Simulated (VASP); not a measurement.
A run of VASP 6.6.1 is set up as follows.

INCAR

```
PREC = Accurate
ENCUT = 520
EDIFF = 1E-7
ISMEAR = -1
SIGMA = 0.02
LREAL = False
LASPH = True
NELM = 80
ALGO = Normal
ISIF = 2
LWAVE = False
LCHARG = False
LDIPOL = True
IDIPOL = 3
DIPOL = 0.5 0.5 0.500
GGA = PE
NBANDS = 46
```

The input KPOINTS:

```
Automatic mesh
0
Gamma
  6 4 1
```

POSCAR

```
InAs
1.0
    4.3748353788      0.0000000000      0.0000000000
    0.0000000000      6.1869515259      0.0000000000
    0.0000000000      0.0000000000     22.5623000000
In As
4 4
Direct
    0.0000000000      0.8287722982      0.3776947580
    0.5000000000      0.4000470234      0.4445497831
    0.0000000000      0.9000403013      0.5554501274
    0.5000000000      0.3287660015      0.6223049045
    0.5000000000      0.6220295283      0.3423548659
    0.0000000000      0.1491641340      0.4553130210
    0.5000000000      0.6491575505      0.5446874879
    0.0000000000      0.1220231628      0.6576450511
```

Potentials or basis: VASP PAW PBE potentials, release 64 (In_d, As).

Command:

```console
$ cat potpaw_PBE.64/In_d/POTCAR potpaw_PBE.64/As/POTCAR > POTCAR
$ mpirun -np 1 vasp_std > vasp.out
```

Question: Estimate the band gap on the k mesh.

Answer: 0.78 eV.

Question: What does it give for the largest force?

Answer: 0.019 eV/Å.

Forces on the atoms (eV/Å):
```
In   0.000  0.004  0.004
In   0.000 -0.002  0.001
In   0.000 -0.002 -0.001
In   0.000  0.004 -0.004
As   0.000 -0.005 -0.018
As   0.000  0.003 -0.002
As   0.000  0.003  0.002
As   0.000 -0.005  0.018
```

Caveat: spin-orbit coupling is left out, which moves the levels of the heavy elements.
